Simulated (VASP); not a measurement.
Input of a VASP 6.6.1 run:

Contents of INCAR:

```
ALGO = Normal
EDIFF = 1E-6
EDIFFG = -0.01
ENCUT = 600
GGA = RE
IBRION = 2
ISIF = 3
ISMEAR = -1
IVDW = 13
LASPH = True
LCHARG = False
LREAL = False
LWAVE = False
NELM = 100
NSW = 60
PREC = Accurate
SIGMA = 0.05
```

KPOINTS

```
k-points
0
Gamma
  5 5 5
```

POSCAR

```
SnO2
1.0
    5.1752560000      0.0000000000      0.0000000000
    0.0000000000      5.1752560000      0.0000000000
    0.0000000000      0.0000000000      5.1752560000
Sn O
4 8
Direct
    0.0000000000      0.0000000000      0.0000000000
    0.5000000000      0.0000000000      0.5000000000
    0.5000000000      0.5000000000      0.0000000000
    0.0000000000      0.5000000000      0.5000000000
    0.6610980000      0.8389020000      0.1610980000
    0.8389020000      0.1610980000      0.6610980000
    0.1610980000      0.6610980000      0.8389020000
    0.3389020000      0.3389020000      0.3389020000
    0.6610980000      0.6610980000      0.6610980000
    0.8389020000      0.3389020000      0.1610980000
    0.1610980000      0.8389020000      0.3389020000
    0.3389020000      0.1610980000      0.8389020000
```

Potentials or basis: VASP PAW PBE potentials, release 64 (Sn_d, O).

Command:

```sh
$ cat potpaw_PBE.64/Sn_d/POTCAR potpaw_PBE.64/O/POTCAR > POTCAR
$ mpirun -np 1 vasp_std > vasp.out
```

**Question.** Estimate the dispersion energy per atom.

**Answer.** -0.537 eV.

**Question.** What does it give for the relaxed cell?

**Answer.** a = 5.133 Å, b = 5.133 Å, c = 5.133 Å, α = 90.00°, β = 90.00°, γ = 90.00°.

Step by step:
```
step  energy change (eV)  largest force (eV/Å)  pressure (GPa)  volume (Å³)
   1              0.0000                0.0382           -4.53       138.61
   2              0.0005                0.0812            5.08       132.16
   3             -0.0481                0.0588            0.02       135.33
   4             -0.0492                0.0504            0.01       135.31
   5             -0.0516                0.0252            0.01       135.27
   6             -0.0516                0.0286           -0.02       135.18
   7             -0.0524                0.0005            0.00       135.23
```

Caveat: the PAW data sets were made with another functional, which shifts forces and pressure a little.
